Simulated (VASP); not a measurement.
# SiNi (Pnma) in VASP: single point with PBE+U

Aim: the single point of SiNi with PBE+U.

All numbers are computed with VASP 6.6.1; they aren't measurements. Logs are shortened: lines on timing, memory, paths and dates and some standing lists are left out, and cuts for length are marked.

### 1 The cell of the first run

The structure is orthorhombic, space group Pnma (No. 62). The conventional cell has a = 5.173 Å, b = 3.338 Å, c = 5.605 Å, α = 90.00°, β = 90.00°, γ = 90.00°. Within 3.0 Å of Si (site symmetry m) lie 6 Ni at 2.28 to 2.40 Å and 2 Si at 2.66 Å. Ni (site symmetry m) has 6 Si at 2.28 to 2.40 Å and 4 Ni at 2.68 to 2.69 Å within 3.0 Å.

### 2 Single point, PBE+U, collinear spin, antiferromagnetic start

Input file INCAR:

```
SYSTEM = SiNi
  ALGO = Fast
  EDIFF = 1E-7
  ENCUT = 520
  GGA = PE
  ISIF = 2
  ISMEAR = 0
  ISPIN = 2
  LASPH = .True.
  LCHARG = .False.
  LDAU = .True.
  LDAUJ = 0 0
  LDAUL = -1 2
  LDAUPRINT = 1
  LDAUTYPE = 2
  LDAUU = 0 6
  LMAXMIX = 4
  LORBIT = 11
  LREAL = .False.
  LWAVE = .False.
  MAGMOM = 0 0 0 0 1.5 1.5 -1.5 -1.5
  NBANDS = 42
  NELM = 150
  PREC = Accurate
  SIGMA = 0.05
```

Input file KPOINTS:

```
k-points
0
Gamma
  6 9 6
  0 0 0
```

Input file POSCAR:

```
SiNi
1.0
    5.1731000000      0.0000000000      0.0000000000
    0.0000000000      3.3381000000      0.0000000000
    0.0000000000      0.0000000000      5.6049000000
Si Ni
4 4
Direct
    0.3212800000      0.7500000000      0.0825000000
    0.1787200000      0.2500000000      0.5825000000
    0.8212800000      0.7500000000      0.4175000000
    0.6787200000      0.2500000000      0.9175000000
    0.0077900000      0.2500000000      0.1875200000
    0.4922100000      0.7500000000      0.6875200000
    0.5077900000      0.2500000000      0.3124800000
    0.9922100000      0.7500000000      0.8124800000
```

Potentials or basis: VASP PAW PBE potentials, release 64 (Si, Ni).

Run with:

```
$ cat potpaw_PBE.64/Si/POTCAR potpaw_PBE.64/Ni/POTCAR > POTCAR
$ mpirun -np 1 vasp_std > vasp.out
```

OUTCAR:

```text
SYSTEM = SiNi
   EDIFF = 1E-7
   ENCUT = 520
   GGA = PE
   ISIF = 2
   ISMEAR = 0
   ISPIN = 2
   LASPH = .True.
   LORBIT = 11
   LREAL = .False.
   NELM = 150
   PREC = Accurate

 ion  position               nearest neighbor table
   1  0.321  0.750  0.083-   8 2.28   7 2.32   7 2.32   6 2.38   5 2.40   5 2.40   4 2.66   4 2.66

   2  0.179  0.250  0.583-   7 2.28   8 2.32   8 2.32   5 2.38   6 2.40   6 2.40   3 2.66   3 2.66

   3  0.821  0.750  0.417-   6 2.28   5 2.32   5 2.32   8 2.38   7 2.40   7 2.40   2 2.66   2 2.66

   4  0.679  0.250  0.917-   5 2.28   6 2.32   6 2.32   7 2.38   8 2.40   8 2.40   1 2.66   1 2.66

   5  0.008  0.250  0.188-   4 2.28   3 2.32   3 2.32   2 2.38   1 2.40   1 2.40   7 2.68   7 2.68
                             8 2.69   8 2.69
   6  0.492  0.750  0.688-   3 2.28   4 2.32   4 2.32   1 2.38   2 2.40   2 2.40   8 2.68   8 2.68
                             7 2.69   7 2.69
   7  0.508  0.250  0.312-   2 2.28   1 2.32   1 2.32   4 2.38   3 2.40   3 2.40   5 2.68   5 2.68
                             6 2.69   6 2.69
   8  0.992  0.750  0.812-   1 2.28   2 2.32   2 2.32   3 2.38   4 2.40   4 2.40   6 2.68   6 2.68
                             5 2.69   5 2.69

  LATTYP: Found a simple orthorhombic cell.
 ALAT       =     3.3381000000
 B/A-ratio  =     1.5497139091
 C/A-ratio  =     1.6790689314

  Lattice vectors:

 A1 = (   0.0000000000,  -3.3381000000,   0.0000000000)
 A2 = (   5.1731000000,   0.0000000000,   0.0000000000)
 A3 = (   0.0000000000,   0.0000000000,   5.6049000000)

Analysis of symmetry for initial positions (statically):
=====================================================================
 Subroutine PRICEL returns:
 Original cell was already a primitive cell.

 Routine SETGRP: Setting up the symmetry group for a
 simple orthorhombic supercell.

 Subroutine GETGRP returns: Found  8 space group operations
 (whereof  2 operations were pure point group operations)
 out of a pool of  8 trial point group operations.

The static configuration has the point symmetry S_2 .
 The point group associated with its full space group is D_2h.

Analysis of symmetry for dynamics (positions and initial velocities):
=====================================================================
 Subroutine PRICEL returns:
 Original cell was already a primitive cell.

 Routine SETGRP: Setting up the symmetry group for a
 simple orthorhombic supercell.

 Subroutine GETGRP returns: Found  8 space group operations
 (whereof  2 operations were pure point group operations)
 out of a pool of  8 trial point group operations.

The dynamic configuration has the point symmetry S_2 .
 The point group associated with its full space group is D_2h.

Analysis of structural, dynamic, and magnetic symmetry:
=====================================================================
 Subroutine PRICEL returns:
 Original cell was already a primitive cell.

 Routine SETGRP: Setting up the symmetry group for a
 simple orthorhombic supercell.

 Subroutine GETGRP returns: Found  8 space group operations
 (whereof  2 operations were pure point group operations)
 out of a pool of  8 trial point group operations.

The overall configuration has the point symmetry S_2 .
 The point group associated with its full space group is D_2h.

 Subroutine INISYM returns: Found  8 space group operations
 (whereof  2 operations are pure point group operations),
 and found     1 'primitive' translations

----------------------------------------------------------------------------------------

                                     Primitive cell

  volume of cell :      96.7872
[... 114 lines left out ...]
   EMIN   =  10.00;   EMAX   =-10.00  energy-range for DOS
   EFERMI =   0.00;   METHOD = LEGACY
   ISMEAR =     0;   SIGMA  =   0.05  broadening in eV -4-tet -1-fermi 0-gaus
   EFERMI_NEDOS =   21; number of points for ismear=-14 and -15
   IALGO  =     68    algorithm
   IMIX   =      4    mixing-type and parameters
     AMIX     =   0.40;   BMIX     =  1.00
     AMIX_MAG =   1.60;   BMIX_MAG =  1.00
  volume/ion in A,a.u.               =      12.10        81.64
  Fermi-wavevector in a.u.,A,eV,Ry     =   1.364158  2.577886 25.319466  1.860928
  Thomas-Fermi vector in A             =   2.490499
   LORBIT       =     11    0 simple, 1 ext, 2 COOP (PROOUT), +10 PAW based schemes
 LDA+U is selected, type is set to LDAUTYPE =  2
   angular momentum for each species LDAUL =    -1    2
   U (eV)           for each species LDAUU =   0.0  6.0
   J (eV)           for each species LDAUJ =   0.0  0.0
   GGA     = PE    functional components
   LHFCALC =     F    Hartree Fock is set to
   AEXX    =    0.0000 exact exchange contribution
   IVDW    =     0    specifies the selected vdW correction
   LEPSILON=     F    determine dielectric tensor
   LRPA    =     F    only Hartree local field effects (RPA)
 spin polarized calculation
 RMM-DIIS sequential band-by-band and
 Gauss-broadening in eV      SIGMA  =   0.05
  energy-cutoff  :      520.00
  volume of cell :       96.79
 maximum number of plane-waves:      2638
 NGX is ok and might be reduce to    40
   NGX = 19   NGY = 13   NGZ = 21

 number of electron      55.9999991 magnetization      -0.0000000

atom =   5  type =  2  l = 2

 onsite density matrix

spin component  1
[... 116 lines left out ...]
  o =  0.8226  v = -0.5578  0.8299  0.0000  0.0000  0.0000  0.0000  0.0000  0.0000  0.0000  0.0000      0.0000  0.0000  0.0000  0.0000  0.0000  0.0000  0.0000  0.0000  0.0000  0.0000
  o =  0.8226  v =  0.0000  0.0000  0.0000  0.0000  0.0000 -0.5578  0.8300  0.0000  0.0000  0.0000      0.0000  0.0000  0.0000  0.0000  0.0000  0.0000  0.0000  0.0000  0.0000  0.0000
  o =  0.8673  v =  0.0000 -0.0000  0.4872  0.8442  0.2235  0.0000  0.0000  0.0000  0.0000  0.0000      0.0000  0.0000  0.0000  0.0000  0.0000  0.0000  0.0000  0.0000  0.0000  0.0000
  o =  0.8673  v =  0.0000  0.0000  0.0000  0.0000  0.0000  0.0000 -0.0000  0.4873  0.8442  0.2235      0.0000  0.0000  0.0000  0.0000  0.0000  0.0000  0.0000  0.0000  0.0000  0.0000
  o =  0.8854  v =  0.0000  0.0000  0.6675 -0.1950 -0.7186  0.0000  0.0000  0.0000  0.0000  0.0000      0.0000  0.0000  0.0000  0.0000  0.0000  0.0000  0.0000  0.0000  0.0000  0.0000
  o =  0.8854  v =  0.0000  0.0000  0.0000  0.0000  0.0000  0.0000  0.0000  0.6675 -0.1950 -0.7187      0.0000  0.0000  0.0000  0.0000  0.0000  0.0000  0.0000  0.0000  0.0000  0.0000
  o =  0.8977  v = -0.8299 -0.5578 -0.0000 -0.0000 -0.0000  0.0000  0.0000  0.0000  0.0000  0.0000      0.0000  0.0000  0.0000  0.0000  0.0000  0.0000  0.0000  0.0000  0.0000  0.0000
  o =  0.8977  v =  0.0000  0.0000  0.0000  0.0000  0.0000 -0.8300 -0.5578 -0.0000 -0.0000 -0.0000      0.0000  0.0000  0.0000  0.0000  0.0000  0.0000  0.0000  0.0000  0.0000  0.0000
  o =  0.9303  v =  0.0000  0.0000  0.0000  0.0000  0.0000  0.0000 -0.0000  0.5631 -0.4993  0.6585      0.0000  0.0000  0.0000  0.0000  0.0000  0.0000  0.0000  0.0000  0.0000  0.0000
  o =  0.9303  v =  0.0000 -0.0000  0.5631 -0.4993  0.6585  0.0000  0.0000  0.0000  0.0000  0.0000      0.0000  0.0000  0.0000  0.0000  0.0000  0.0000  0.0000  0.0000  0.0000  0.0000

 number of electron      55.9999991 magnetization       0.0000000

 Free energy of the ion-electron system (eV)
  ---------------------------------------------------
  ext. energy  EPLUGINS =         0.00000000
  ---------------------------------------------------
  free energy    TOTEN  =       -33.58302994 eV

  energy without entropy =      -33.57967196  energy(sigma->0) =      -33.58135095

 E-fermi :   9.9017     XC(G=0): -12.1644

 val. band max:        9.8741397320   @ k =   0.0000   0.4444   0.3333
 cond. band min:       9.9117224943   @ k =   0.1667   0.0000   0.1667
 fundamental gap:      0.0375827623
 Fermi energy:         9.9017321771

 spin component 1

 k-point     1 :       0.0000    0.0000    0.0000
  band No.  band energies     occupation
      1      -2.6527      1.00000
      2       0.4290      1.00000
      3       1.7955      1.00000
      4       2.4871      1.00000
      5       3.7484      1.00000
      6       3.8255      1.00000
[... 2057 lines left out ...]
     39      17.1278      0.00000
     40      17.1278      0.00000

 [... further k-points ...]

 [bands above 40 left out]

------------------------ aborting loop because EDIFF is reached ----------------------------------------

  FORCE on cell =-STRESS in cart. coord.  units (eV):
  Direction    XX          YY          ZZ          XY          YZ          ZX
  --------------------------------------------------------------------------------------
  -------------------------------------------------------------------------------------
  Total       -3.6295795     -4.6812992     -4.5013817      0.0000000      0.0000000      0.0000000
  in kB      -60.0826135    -77.4923614    -74.5140787      0.0000000      0.0000000      0.0000000
  external PRESSURE =     -70.6963512 kB  Pullay stress =       0.0000000 kB

 VOLUME and BASIS-vectors are now :
 -----------------------------------------------------------------------------
  energy-cutoff  :      520.00
  volume of cell :       96.79
      direct lattice vectors                 reciprocal lattice vectors
     5.173100000  0.000000000  0.000000000     0.193307688  0.000000000  0.000000000
     0.000000000  3.338100000  0.000000000     0.000000000  0.299571613  0.000000000
     0.000000000  0.000000000  5.604900000     0.000000000  0.000000000  0.178415315

 POSITION                                       TOTAL-FORCE (eV/Angst)
 -----------------------------------------------------------------------------------
      1.66201      2.50357      0.46240        -0.184074     -0.000000      0.038768
      0.92454      0.83452      3.26485         0.184074      0.000000      0.038768
      4.24856      2.50357      2.34005        -0.184074     -0.000000     -0.038768
      3.51109      0.83452      5.14250         0.184074     -0.000000     -0.038768
      0.04030      0.83452      1.05103         0.016637     -0.000000      0.073606
      2.54625      2.50357      3.85348        -0.016637      0.000000      0.073606
      2.62685      0.83452      1.75142         0.016637     -0.000000     -0.073606
      5.13280      2.50357      4.55387        -0.016637     -0.000000     -0.073606
 -----------------------------------------------------------------------------------
    total drift:                                0.000000      0.000000     -0.000000

  FREE ENERGIE OF THE ION-ELECTRON SYSTEM (eV)
  ---------------------------------------------------
  free  energy   TOTEN  =       -33.5830299429 eV

  energy  without entropy=      -33.5796719637  energy(sigma->0) =      -33.58135095

 total charge

# of ion       s       p       d       tot
------------------------------------------
    1        0.765   0.822   0.000   1.587
    2        0.765   0.822   0.000   1.587
    3        0.765   0.822   0.000   1.587
    4        0.765   0.822   0.000   1.587
    5        0.473   0.586   8.768   9.827
    6        0.473   0.586   8.768   9.827
    7        0.473   0.586   8.768   9.827
    8        0.473   0.586   8.768   9.827
--------------------------------------------------
tot          4.952   5.633  35.072  45.656

 magnetization (x)

# of ion       s       p       d       tot
------------------------------------------
    1        0.000   0.000   0.000   0.000
    2        0.000   0.000   0.000   0.000
    3       -0.000  -0.000   0.000  -0.000
    4       -0.000  -0.000   0.000  -0.000
    5       -0.000  -0.000   0.000   0.000
    6       -0.000  -0.000   0.000   0.000
    7        0.000   0.000  -0.000  -0.000
    8        0.000   0.000  -0.000  -0.000
--------------------------------------------------
tot          0.000   0.000   0.000   0.000
```

Wall time 19 min (1 thread of Oxide Virtual Turin-like, shared host); peak memory 0.52 GiB.

What came out:

| Property | Result |
| --- | --- |
| Free energy | -33.5830 eV |
| Pressure | -7.1 GPa |
| Largest force | 0.188 eV/Å |
| Band gap on the k mesh | zero (filled and empty bands overlap) |
| Net moment | 0.00 μB per cell |
| Valence electrons inside the program's atomic spheres | Si 1.59; Ni 9.83 |

Forces in eV/Å, atoms in the order of the input:
```
Si  -0.184  0.000  0.039
Si   0.184  0.000  0.039
Si  -0.184  0.000 -0.039
Si   0.184  0.000 -0.039
Ni   0.017  0.000  0.074
Ni  -0.017  0.000  0.074
Ni   0.017  0.000 -0.074
Ni  -0.017  0.000 -0.074
```

Stress tensor (GPa, compression positive):
```
-6.01  0.00  0.00
 0.00 -7.75  0.00
 0.00  0.00 -7.45
```

Eigenvalues of the final occupation matrices:
```
    site  spin  trace               eigenvalues
site 5 d     1   4.40  0.82 0.87 0.89 0.90 0.93
site 5 d     2   4.40  0.82 0.87 0.89 0.90 0.93
site 6 d     1   4.40  0.82 0.87 0.89 0.90 0.93
site 6 d     2   4.40  0.82 0.87 0.89 0.90 0.93
site 7 d     1   4.40  0.82 0.87 0.89 0.90 0.93
site 7 d     2   4.40  0.82 0.87 0.89 0.90 0.93
site 8 d     1   4.40  0.82 0.87 0.89 0.90 0.93
site 8 d     2   4.40  0.82 0.87 0.89 0.90 0.93
```

Caveat: the cell stands under tension; the U is typed as a test and isn't derived for this compound.
